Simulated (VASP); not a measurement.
Co:

```xyz
4
Lattice="2.4869 0.0000 0.0000 -1.2435 2.1537 0.0000 0.0000 0.0000 8.1418" Properties=species:S:1:pos:R:3 pbc="T T T"
Co    1.2435    0.7179    6.1063
Co    0.0000    0.0000    4.0709
Co    0.0000    1.4358    2.0354
Co    0.0000    0.0000    0.0000
```

Base run:

```yaml
Program: VASP 6.6.1
Functional: RPBE
Potentials_or_basis: VASP PAW PBE potentials, release 64 (Co)
Cutoff: 520 eV
k_mesh: 12 × 12 × 4
Occupations: fermi-dirac, width 0.05 eV
Spin: collinear spin, ferromagnetic start
Starting_moments: "[2.0, 2.0, 2.0, 2.0] μB"
```

Its results: pressure 5.5 GPa; net moment 6.68 μB per cell; site moments Co +1.70, +1.68 (each value once) μB.

Q: The run is repeated on the same cell with these changes: functional from RPBE to r2SCAN; further incar settings from ALGO = Normal; EDIFF = 1e-07; NBANDS = 30 to ALGO = Normal; EDIFF = 1e-06; NBANDS = 30. What comes out?

A: Pressure -4.6 GPa; net moment 7.07 μB per cell; site moments Co +1.85, +1.82 (each value once) μB.

Caveats: the PAW data sets were made with another functional, which shifts forces and pressure a little; the cell stands under pressure (at least some runs); the cell stands under tension (at least some runs).
